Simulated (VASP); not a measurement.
Write the native input for VASP 6.6.1 that does the following.

```yaml
Task: single point
Functional: PBEsol
Potentials_or_basis: VASP PAW PBE potentials, release 64 (K_sv, Cl)
Cutoff: 520 eV
k_mesh: 7 × 7 × 7
Occupations: fermi-dirac, width 0.02 eV
Spin: no spin polarisation
Dipole_correction: no
Further_INCAR_settings: ALGO = Normal; EDIFF = 1e-07; NBANDS = 15
```

The structure of KCl lies in POSCAR:

```
KCl
1.0
    3.6096100034      0.0000000000      0.0000000000
    0.0000000000      3.6096100034      0.0000000000
    0.0000000000      0.0000000000      3.6096100034
K Cl
1 1
Direct
    0.0000000000      0.0000000000      0.0000000000
    0.5000000000      0.5000000000      0.5000000000
```

This cell differs from its parent crystal: volume scaled by 0.98.

The input as run:

INCAR

```
  PREC = Accurate
  ENCUT = 520
  EDIFF = 1E-7
  ISMEAR = -1
  SIGMA = 0.02
  LREAL = False
  LASPH = True
  NELM = 100
  ALGO = Normal
  ISIF = 2
  LWAVE = False
  LCHARG = True
  GGA = PS
  LELF = True
  LVHAR = True
  NBANDS = 15
```

KPOINTS

```
regular mesh
0
Gamma
  7 7 7
```

Potentials or basis: VASP PAW PBE potentials, release 64 (K_sv, Cl).

The run is started by

```sh
$ cat potpaw_PBE.64/K_sv/POTCAR potpaw_PBE.64/Cl/POTCAR > POTCAR
$ mpirun -np 1 vasp_std > vasp.out
```

It gave:

```json
{
 "Pressure": "3.1 GPa",
 "Band gap on the k mesh": "5.51 eV, indirect (least direct gap 5.71 eV)"
}
```

Caveat: the PAW data sets were made with another functional, which shifts forces and pressure a little.

It took 14 s on 1 thread of Intel(R) Xeon(R) Platinum 8259CL CPU @ 2.50GHz (Skylake/Cascade Lake) (shared host), peak memory 0.15 GiB.
